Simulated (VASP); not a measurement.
# B (Pm-3m) in VASP: a series of runs

The runs below take B through single point, with PBE, PBE0.

All numbers are computed with VASP 6.6.1; they aren't measurements. Logs are shortened: lines on timing, memory, paths and dates and some standing lists are left out, and cuts for length are marked.

## 1. The cell of the first run

It takes space group Pm-3m (No. 221, cubic). Conventional cell: a = 1.885 Å, b = 1.885 Å, c = 1.885 Å, α = 90.00°, β = 90.00°, γ = 90.00°. B (site symmetry m-3m) has 6 B at 1.89 Å within 2.5 Å.

## 2. Single point, PBE

Input file INCAR:

```
PREC = Accurate
ENCUT = 520
EDIFF = 1E-6
ISMEAR = -1
SIGMA = 0.05
LREAL = F
LASPH = T
NELM = 100
ALGO = Normal
ISIF = 2
LWAVE = F
LCHARG = T
GGA = PE
LELF = T
LVHAR = T
NBANDS = 8
```

Input file KPOINTS:

```
regular mesh
0
Gamma
  14 14 14
```

Input file POSCAR:

```
B
1.0
    1.8852400000      0.0000000000      0.0000000000
    0.0000000000      1.8852400000      0.0000000000
    0.0000000000      0.0000000000      1.8852400000
B
1
Direct
    0.5000000000      0.5000000000      0.5000000000
```

Potentials or basis: VASP PAW PBE potentials, release 64 (B).

On the command line:

```
cat potpaw_PBE.64/B/POTCAR > POTCAR
mpirun -np 1 vasp_std > vasp.out
```

OUTCAR:

```text
PREC = Accurate
   ENCUT = 520
   EDIFF = 1E-6
   ISMEAR = -1
   LREAL = F
   LASPH = T
   NELM = 100
   ISIF = 2
   GGA = PE

 ion  position               nearest neighbor table
   1  0.500  0.500  0.500-

  LATTYP: Found a simple cubic cell.
 ALAT       =     1.8852400000

  Lattice vectors:

 A1 = (   1.8852400000,   0.0000000000,   0.0000000000)
 A2 = (   0.0000000000,   1.8852400000,   0.0000000000)
 A3 = (   0.0000000000,   0.0000000000,   1.8852400000)

Analysis of symmetry for initial positions (statically):
=====================================================================
 Subroutine PRICEL returns:
 Original cell was already a primitive cell.

 Routine SETGRP: Setting up the symmetry group for a
 simple cubic supercell.

 Subroutine GETGRP returns: Found 48 space group operations
 (whereof 48 operations were pure point group operations)
 out of a pool of 48 trial point group operations.

The static configuration has the point symmetry O_h .

Analysis of symmetry for dynamics (positions and initial velocities):
=====================================================================
 Subroutine PRICEL returns:
 Original cell was already a primitive cell.

 Routine SETGRP: Setting up the symmetry group for a
 simple cubic supercell.

 Subroutine GETGRP returns: Found 48 space group operations
 (whereof 48 operations were pure point group operations)
 out of a pool of 48 trial point group operations.

The dynamic configuration has the point symmetry O_h .

 Subroutine INISYM returns: Found 48 space group operations
 (whereof 48 operations are pure point group operations),
 and found     1 'primitive' translations

----------------------------------------------------------------------------------------

                                     Primitive cell

  volume of cell :       6.7004

  direct lattice vectors                    reciprocal lattice vectors
     1.885240000  0.000000000  0.000000000     0.530436443  0.000000000  0.000000000
     0.000000000  1.885240000  0.000000000     0.000000000  0.530436443  0.000000000
     0.000000000  0.000000000  1.885240000     0.000000000  0.000000000  0.530436443

  length of vectors
     1.885240000  1.885240000  1.885240000     0.530436443  0.530436443  0.530436443

  position of ions in fractional coordinates (direct lattice)
     0.500000000  0.500000000  0.500000000

[... 69 lines left out ...]
   ISPIN  =      1    spin polarized calculation?
   LNONCOLLINEAR =      F non collinear calculations
   LSORBIT =      F    spin-orbit coupling
   LASPH  =      T    aspherical Exc in radial PAW
   ENCUT  =  520.0 eV  38.22 Ry    6.18 a.u.   3.51  3.51  3.51*2*pi/ulx,y,z
   NELM   =    100;   NELMIN=  2; NELMDL= -5     # of ELM steps
   EDIFF  = 0.1E-05   stopping-criterion for ELM
   LREAL  =      F    real-space projection
   EDIFFG = 0.1E-04   stopping-criterion for IOM
   NSW    =      0    number of steps for IOM
   IBRION =     -1    ionic relax: 0-MD 1-quasi-New 2-CG
   NFREE  =      0    steps in history (QN), initial steepest desc. (CG)
   ISIF   =      2    stress and relaxation
   ISYM   =      2    0-nonsym 1-usesym 2-fastsym
   POTIM  = 0.5000    time-step for ionic-motion
   TEBEG  =    0.0;   TEEND  =   0.0 temperature during run
   PSTRESS=    0.0 pullay stress
   NELECT =       3.0000    total number of electrons
   NUPDOWN=      -1.0000    fix difference up-down
   EMIN   =  10.00;   EMAX   =-10.00  energy-range for DOS
   EFERMI =   0.00;   METHOD = LEGACY
   ISMEAR =    -1;   SIGMA  =   0.05  broadening in eV -4-tet -1-fermi 0-gaus
   EFERMI_NEDOS =   21; number of points for ismear=-14 and -15
   IALGO  =     38    algorithm
   IMIX   =      4    mixing-type and parameters
     AMIX     =   0.40;   BMIX     =  1.00
     AMIX_MAG =   1.60;   BMIX_MAG =  1.00
  volume/ion in A,a.u.               =       6.70        45.22
  Fermi-wavevector in a.u.,A,eV,Ry     =   1.252416  2.366723 21.341361  1.568546
  Thomas-Fermi vector in A             =   2.386317
   LORBIT       =      0    0 simple, 1 ext, 2 COOP (PROOUT), +10 PAW based schemes
   GGA     = PE    functional components
   LHFCALC =     F    Hartree Fock is set to
   AEXX    =    0.0000 exact exchange contribution
   IVDW    =     0    specifies the selected vdW correction
   LEPSILON=     F    determine dielectric tensor
   LRPA    =     F    only Hartree local field effects (RPA)
 non-spin polarized calculation
  energy-cutoff  :      520.00
  volume of cell :        6.70
 maximum number of plane-waves:       192
   NGX =  7   NGY =  7   NGZ =  7

 number of electron       3.0000000 magnetization

 Free energy of the ion-electron system (eV)
  ---------------------------------------------------
  ext. energy  EPLUGINS =         0.00000000
  ---------------------------------------------------
  free energy    TOTEN  =        -5.60217186 eV

  energy without entropy =       -5.59749513  energy(sigma->0) =       -5.59983349

 E-fermi :   6.9813     XC(G=0): -12.3807

 val. band max:        6.9170690201   @ k =   0.4286   0.2857   0.2857
 cond. band min:       7.0121182029   @ k =   0.3571   0.2143   0.1429
 fundamental gap:      0.0950491828
 Fermi energy:         6.9812690967

 k-point     1 :       0.0000    0.0000    0.0000
  band No.  band energies     occupation
      1      -8.7571      2.00000
      2      20.6298      0.00000
      3      20.6298      0.00000
      4      20.6298      0.00000
      5      31.0639      0.00000
      6      31.0639      0.00000
      7      40.1337      0.00000
      8      60.3415      0.00000
[... 243 lines left out ...]
 k-point    24 :       0.3571    0.2143    0.0000
  band No.  band energies     occupation
      1      -2.9154      2.00000
      2       6.4325      1.99997
      3      16.9695      0.00000
      4      24.6628      0.00000
      5      29.1865      0.00000
      6      41.2780      0.00000
      7      47.4809      0.00000
      8      47.5732      0.00000

 [... further k-points ...]
[... 5 lines left out ...]
  --------------------------------------------------------------------------------------
  -------------------------------------------------------------------------------------
  Total        0.0163059      0.0163059      0.0163059     -0.0000000     -0.0000000      0.0000000
  in kB        3.8990272      3.8990272      3.8990272     -0.0000000     -0.0000000      0.0000000
  external PRESSURE =       3.8990272 kB  Pullay stress =       0.0000000 kB

 VOLUME and BASIS-vectors are now :
 -----------------------------------------------------------------------------
  energy-cutoff  :      520.00
  volume of cell :        6.70
      direct lattice vectors                 reciprocal lattice vectors
     1.885240000  0.000000000  0.000000000     0.530436443  0.000000000  0.000000000
     0.000000000  1.885240000  0.000000000     0.000000000  0.530436443  0.000000000
     0.000000000  0.000000000  1.885240000     0.000000000  0.000000000  0.530436443

 POSITION                                       TOTAL-FORCE (eV/Angst)
 -----------------------------------------------------------------------------------
      0.94262      0.94262      0.94262         0.000000      0.000000      0.000000
 -----------------------------------------------------------------------------------
    total drift:                                0.000000      0.000000     -0.000000

  FREE ENERGIE OF THE ION-ELECTRON SYSTEM (eV)
  ---------------------------------------------------
  free  energy   TOTEN  =        -5.6021718623 eV

  energy  without entropy=       -5.5974951271  energy(sigma->0) =       -5.59983349
```

Run time: 1.6 s. Hardware: 1 thread of Intel Xeon 6975P-C (Granite Rapids), shared host; peak memory 0.1 GiB.

Results:

```
Free energy : -5.6022 eV
Pressure    : 0.4 GPa
```

## 3. Single point, PBE

Input file INCAR:

```
ALGO = Normal
EDIFF = 1E-6
ENCUT = 520
GGA = PE
ISIF = 2
ISMEAR = -1
LASPH = True
LCHARG = False
LREAL = False
LWAVE = False
NBANDS = 8
NELM = 60
PREC = Accurate
SIGMA = 0.03
```

Input file KPOINTS:

```
k-points
0
Gamma
  8 8 8
```

POSCAR is that of step 2.

Potentials or basis: VASP PAW PBE potentials, release 64 (B).

On the command line:

```
cat potpaw_PBE.64/B/POTCAR > POTCAR
mpirun -np 1 vasp_std > vasp.out
```

Wall time 1.8 s (1 thread of Intel Xeon 6975P-C, shared host); peak memory 0.1 GiB.

Results (log left out):

```yaml
Free_energy: -5.5987 eV
Pressure: 1.5 GPa
```

Levels at points of the mesh, in eV from the Fermi level:
```csv
k point,band 1,band 2,band 3,band 4,band 5
"(0.00, 0.00, 0.00)",-15.40,13.98,13.98,13.98,24.42
"(0.50, 0.00, 0.00)",-7.86,-5.84,17.85,17.85,30.34
"(0.50, 0.50, 0.00)",-1.57,-1.57,4.67,8.55,21.00
"(0.50, 0.50, 0.50)",3.79,3.79,3.79,16.96,16.96
```

Caveat: the k points lie up to 0.42 Å⁻¹ apart.

## 4. Single point, PBE0

This run uses another cell than the first one, of 6.30 Å³/atom, 0.940 times its volume.

Input file POSCAR:

```
B
1.0
    1.8467549156      0.0000000000      0.0000000000
    0.0000000000      1.8467549156      0.0000000000
    0.0000000000      0.0000000000      1.8467549156
B
1
Direct
    0.5000000000      0.5000000000      0.5000000000
```

Input file INCAR.step1:

```
PREC     = Accurate       # precision mode
ENCUT    = 520            # plane-wave cutoff, eV
EDIFF    = 1E-5           # SCF threshold, eV
ISMEAR   = -1             # smearing method
SIGMA    = 0.05           # smearing width, eV
LREAL    = False          # projectors in reciprocal space
LASPH    = True           # aspherical terms in the spheres
NELM     = 80             # most SCF steps
ALGO     = Normal         # electronic algorithm
ISIF     = 2              # what is computed and relaxed
LWAVE    = True           # write WAVECAR
LCHARG   = False          # write CHGCAR
GGA      = PE             # functional
NBANDS   = 8              # bands
```

Input file INCAR.step2:

```
PREC     = Accurate       # precision mode
ENCUT    = 520            # plane-wave cutoff, eV
EDIFF    = 1E-6           # SCF threshold, eV
ISMEAR   = -1             # smearing method
SIGMA    = 0.05           # smearing width, eV
LREAL    = False          # projectors in reciprocal space
LASPH    = True           # aspherical terms in the spheres
NELM     = 80             # most SCF steps
ALGO     = Normal         # electronic algorithm
ISIF     = 2              # what is computed and relaxed
LWAVE    = False          # write WAVECAR
LCHARG   = False          # write CHGCAR
GGA      = PE             # functional
LHFCALC  = True           # exact exchange
AEXX     = 0.25           # exact-exchange fraction
PRECFOCK = Normal       
ISTART   = 1            
NBANDS   = 8              # bands
```

Input file KPOINTS:

```
regular mesh
0
Gamma
  7 7 7
```

Potentials or basis: VASP PAW PBE potentials, release 64 (B).

On the command line:

```
cat potpaw_PBE.64/B/POTCAR > POTCAR
cp INCAR.step1 INCAR
mpirun -np 1 vasp_std > vasp.out
cp INCAR.step2 INCAR
mpirun -np 1 vasp_std > vasp.out
```

OUTCAR:

```text
PREC = Accurate
   ENCUT = 520
   EDIFF = 1E-6
   ISMEAR = -1
   LREAL = False
   LASPH = True
   NELM = 80
   ISIF = 2
   GGA = PE
   LHFCALC = True
   AEXX = 0.25
   PRECFOCK = Normal
   ISTART = 1

 ion  position               nearest neighbor table
   1  0.500  0.500  0.500-

  LATTYP: Found a simple cubic cell.
 ALAT       =     1.8467549156

  Lattice vectors:

 A1 = (   1.8467549156,   0.0000000000,   0.0000000000)
 A2 = (   0.0000000000,   1.8467549156,   0.0000000000)
 A3 = (   0.0000000000,   0.0000000000,   1.8467549156)

Analysis of symmetry for initial positions (statically):
=====================================================================
 Subroutine PRICEL returns:
 Original cell was already a primitive cell.

 Routine SETGRP: Setting up the symmetry group for a
 simple cubic supercell.

 Subroutine GETGRP returns: Found 48 space group operations
 (whereof 48 operations were pure point group operations)
 out of a pool of 48 trial point group operations.

The static configuration has the point symmetry O_h .

Analysis of symmetry for dynamics (positions and initial velocities):
=====================================================================
 Subroutine PRICEL returns:
 Original cell was already a primitive cell.

 Routine SETGRP: Setting up the symmetry group for a
 simple cubic supercell.

 Subroutine GETGRP returns: Found 48 space group operations
 (whereof 48 operations were pure point group operations)
 out of a pool of 48 trial point group operations.

The dynamic configuration has the point symmetry O_h .

 Subroutine INISYM returns: Found 48 space group operations
 (whereof 48 operations are pure point group operations),
[... 112 lines left out ...]
  Thomas-Fermi vector in A             =   2.411054
   LORBIT       =      0    0 simple, 1 ext, 2 COOP (PROOUT), +10 PAW based schemes
   GGA     = PE    functional components
   LHFCALC =     T    Hartree Fock is set to
   PRECFOCK=normal    Normal, Fast or Accurate (Low or Medium for compatibility)
   ENCUT4O =  -1.0   cutoff for four orbital integrals eV
   NKREDX  =     1    reduce k-point grid by
   NKREDY  =     1    reduce k-point grid by
   NKREDZ  =     1    reduce k-point grid by
   AEXX    =    0.2500 exact exchange contribution
   HFSCREEN=    0.0000 screening length (either q_TF or 0.3 A-1)
   HFSCREENC=   0.0000 screening length for correlation (either q_TF or 0.3 A-1)
   ENCUTFOCK=  -1.0 apply spherical cutoff to Coloumb kernel
   IVDW    =     0    specifies the selected vdW correction
   LEPSILON=     F    determine dielectric tensor
   LRPA    =     F    only Hartree local field effects (RPA)
 non-spin polarized calculation
  energy-cutoff  :      520.00
  volume of cell :        6.30
 maximum number of plane-waves:       175
 NGX is ok and might be reduce to    14
  NGX = 12; NGY = 12; NGZ = 12

 number of electron       3.0000000 magnetization

 Free energy of the ion-electron system (eV)
  ---------------------------------------------------
  ext. energy  EPLUGINS =         0.00000000
  ---------------------------------------------------
  free energy    TOTEN  =        -6.60083271 eV

  energy without entropy =       -6.59674581  energy(sigma->0) =       -6.59878926

 E-fermi :   7.3379     XC(G=0):  -9.9130

 val. band max:        7.2884178307   @ k =   0.4286   0.2857   0.2857
 cond. band min:       9.2228374646   @ k =   0.4286   0.4286   0.2857
 fundamental gap:      1.9344196339
 Fermi energy:         7.3379377657

 k-point     1 :       0.0000    0.0000    0.0000
  band No.  band energies     occupation
      1     -11.3968      2.00000
      2      23.8741      0.00000
      3      23.8741      0.00000
      4      23.8741      0.00000
      5      34.1814      0.00000
      6      34.1814      0.00000
      7      44.2281      0.00000
      8      65.4544      0.00000
[... 199 lines left out ...]
 k-point    20 :       0.4286    0.4286    0.4286
  band No.  band energies     occupation
      1      11.8376      0.00000
      2      14.1519      0.00000
      3      14.1519      0.00000
      4      26.1180      0.00000
      5      28.6396      0.00000
      6      28.6396      0.00000
      7      30.5715      0.00000
      8      36.6654      0.00000

------------------------ aborting loop because EDIFF is reached ----------------------------------------

  FORCE on cell =-STRESS in cart. coord.  units (eV):
  Direction    XX          YY          ZZ          XY          YZ          ZX
  --------------------------------------------------------------------------------------
  -------------------------------------------------------------------------------------
  Total        0.4295970      0.4295970      0.4295970      0.0000000      0.0000000     -0.0000000
  in kB      109.2808413    109.2808413    109.2808413      0.0000000      0.0000000     -0.0000000
  external PRESSURE =     109.2808413 kB  Pullay stress =       0.0000000 kB

 VOLUME and BASIS-vectors are now :
 -----------------------------------------------------------------------------
  energy-cutoff  :      520.00
  volume of cell :        6.30
      direct lattice vectors                 reciprocal lattice vectors
     1.846754916  0.000000000  0.000000000     0.541490369  0.000000000  0.000000000
     0.000000000  1.846754916  0.000000000     0.000000000  0.541490369  0.000000000
     0.000000000  0.000000000  1.846754916     0.000000000  0.000000000  0.541490369

 POSITION                                       TOTAL-FORCE (eV/Angst)
 -----------------------------------------------------------------------------------
      0.92338      0.92338      0.92338         0.000000      0.000000      0.000000
 -----------------------------------------------------------------------------------
    total drift:                               -0.000000      0.000000     -0.000000

  FREE ENERGIE OF THE ION-ELECTRON SYSTEM (eV)
  ---------------------------------------------------
  free  energy   TOTEN  =        -6.6008327080 eV

  energy  without entropy=       -6.5967458094  energy(sigma->0) =       -6.59878926
```

It took 93 s on 1 thread of AMD EPYC 7R13, shared host; peak memory 0.08 GiB.

What came out:

```
Free energy : -6.6008 eV
Pressure    : 10.9 GPa
```

Caveat: the k points lie up to 0.49 Å⁻¹ apart; the PAW data sets were made with another functional, which shifts forces and pressure a little.

## 5. Single point, PBE0

This run uses another cell than the first one, of 6.43 Å³/atom, 0.960 times its volume.

Input file POSCAR:

```
B
1.0
    1.8597606604      0.0000000000      0.0000000000
    0.0000000000      1.8597606604      0.0000000000
    0.0000000000      0.0000000000      1.8597606604
B
1
Direct
    0.5000000000      0.5000000000      0.5000000000
```

Input file INCAR.step1:

```
SYSTEM = B
PREC = Accurate ; ENCUT = 520
EDIFF = 1E-5 ; ISMEAR = -1
SIGMA = 0.05 ; LREAL = .FALSE.
LASPH = .TRUE. ; NELM = 80
ALGO = Normal ; ISIF = 2
LWAVE = .TRUE. ; LCHARG = .FALSE.
GGA = PE ; NBANDS = 8
```

Input file INCAR.step2:

```
SYSTEM = B
PREC = Accurate ; ENCUT = 520
EDIFF = 1E-7 ; ISMEAR = -1
SIGMA = 0.05 ; LREAL = .FALSE.
LASPH = .TRUE. ; NELM = 80
ALGO = Normal ; ISIF = 2
LWAVE = .FALSE. ; LCHARG = .FALSE.
GGA = PE ; LHFCALC = .TRUE.
AEXX = 0.25 ; PRECFOCK = Normal
ISTART = 1 ; NBANDS = 8
```

Input file KPOINTS:

```
Automatic mesh
0
G
  7 7 7
  0 0 0
```

On the command line:

```
cat potpaw_PBE.64/B/POTCAR > POTCAR
cp INCAR.step1 INCAR
mpirun -np 1 vasp_std > vasp.out
cp INCAR.step2 INCAR
mpirun -np 1 vasp_std > vasp.out
```

Run time: 2 min. Hardware: 1 thread of AMD EPYC 7R13, shared host; peak memory 0.08 GiB.

Results (log left out):

- Free energy: -6.6077 eV
- Pressure: 5.1 GPa

Levels at points of the mesh, in eV from the Fermi level:
```csv
k point,band 1,band 2,band 3,band 4,band 5
"(0.00, 0.00, 0.00)",-18.51,16.28,16.28,16.28,26.56
```

Caveat: the k points lie up to 0.48 Å⁻¹ apart; the PAW data sets were made with another functional, which shifts forces and pressure a little.

## 6. Overview

```csv
level,cell,k mesh,smearing,grid for exact exchange (PRECFOCK),gap on the mesh (eV),pressure (GPa)
PBE,"a = 1.885 Å, 1 atom",14 × 14 × 14,fermi-dirac 0.05 eV,-,none,0.4
PBE,"a = 1.885 Å, 1 atom",8 × 8 × 8,fermi-dirac 0.03 eV,-,none,1.5
PBE0,"a = 1.847 Å, 1 atom",7 × 7 × 7,fermi-dirac 0.05 eV,Normal,none,10.9
PBE0,"a = 1.860 Å, 1 atom",7 × 7 × 7,fermi-dirac 0.05 eV,Normal,none,5.1
```

Alike in all rows: task single point; potentials or basis VASP PAW PBE potentials, release 64 (B); no spin polarisation; cutoff (eV) 520.

Caveats: some runs use coarse meshes; the PAW data sets were made with another functional, which shifts forces and pressure a little (some runs).

Absolute energies hang on the potentials; compare differences alone.
